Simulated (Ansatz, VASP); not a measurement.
Sr in VASP and in Ansatz

File INCAR:

```
PREC = Accurate
ENCUT = 520
EDIFF = 1E-6
ISMEAR = 0
SIGMA = 0.1
LREAL = F
LASPH = T
NELM = 80
ALGO = Fast
ISIF = 2
LWAVE = F
LCHARG = F
GGA = PS
NBANDS = 22
```

Contents of KPOINTS:

```
regular mesh
0
Gamma
  9 9 12
```

Contents of POSCAR:

```
Sr
1.0
    7.2647883701      0.0000000000      0.0000000000
   -3.6323941850      6.2914912816      0.0000000000
    0.0000000000      0.0000000000      3.8095336684
Sr
3
Direct
    0.0000000000      0.6700290021      0.0000000000
    0.3299709979      0.3299709979      0.0000000000
    0.6700290021      0.0000000000      0.0000000000
```

Input for Ansatz:

```yaml
crystal:
  lattice:
    - [7.2647883701, 0.0, 0.0]
    - [-3.632394185, 6.2914912816, 0.0]
    - [0.0, 0.0, 3.8095336684]
  atoms:
    - { symbol: Sr, position: [0.0, 0.6700290021, 0.0] }
    - { symbol: Sr, position: [0.3299709979, 0.3299709979, 0.0] }
    - { symbol: Sr, position: [0.6700290021, 0.0, 0.0] }
basis:
  ecutwfc: 420
kpoints:
  mp_grid: { grid: [9, 9, 12] }
hamiltonian:
  xc: pbesol
scf:
  occupations: { method: gaussian, width: 0.1 }
output:
  forces: true
  stress: true
  eigenvalues: true
  write_density: true
  write_potential: true
  elf: true
  volumetric_format: npy
```

Alike in both runs: task single point; functional PBEsol; k mesh 9 × 9 × 12; occupations gaussian, width 0.1 eV; no spin polarisation.

|  | VASP | Ansatz |
| --- | --- | --- |
| version | VASP 6.6.1 | Ansatz 0.2.0 |
| potentials or method | VASP PAW PBE potentials, release 64 (Sr_sv), cutoff 520 eV | scalar-relativistic, plane waves, PAW |
| valence electrons in the cell | 30 | 30 |

|  | VASP | Ansatz | Ansatz less VASP |
| --- | --- | --- | --- |
| gap on the k mesh at the Fermi level (eV) | none | none | - |
| pressure (GPa) | -1.0 | -1.0 | -0.01 |
| traceless stress, the component that is largest in VASP (GPa) | 0.92 | 0.92 | -0.002 |
| rms of the force components (eV/Å) | 0.025 | 0.025 | -0.0001 |

VASP's potentials were made for PBE, not for PBEsol. Atom by atom the forces differ by 0.000 eV/Å (rms over components). A gap of «none» marks a metal or a gap that the smearing closes.
